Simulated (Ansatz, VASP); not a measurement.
## PbF in VASP and in Ansatz

```xyz
2
Lattice="2.4099 1.3913 2.4740 -2.4099 1.3913 2.4740 0.0000 -2.7827 2.4740" Properties=species:S:1:pos:R:3 pbc="T T T"
Pb    0.0000    0.0000    0.0000
F     0.0000    0.0000    3.7111
```

Alike in both runs: task single point; functional PBE; k mesh 6 × 6 × 6; occupations gaussian, width 0.1 eV; no spin polarisation.

|  | VASP | Ansatz |
| --- | --- | --- |
| version | VASP 6.6.1 | Ansatz 0.2.0 |
| potentials or method | VASP PAW PBE potentials, release 64 (Pb_d, F), cutoff 520 eV | scalar-relativistic, plane waves, PAW |
| valence electrons in the cell | 21 | 21 |

VASP gave:

- gap on the k mesh at the Fermi level (eV): none
- pressure (GPa): -7.0
- traceless stress, the component that is largest in VASP (GPa): 3.81

Question: Which values does Ansatz return?

Answer: gap on the k mesh at the Fermi level (eV): none; pressure (GPa): -6.9; traceless stress, the component that is largest in VASP (GPa): 3.82.

A gap of «none» marks a metal or a gap that the smearing closes. The functional is the same, so the differences come from potentials, cutoffs and numerics.

Spin-orbit coupling is off throughout.
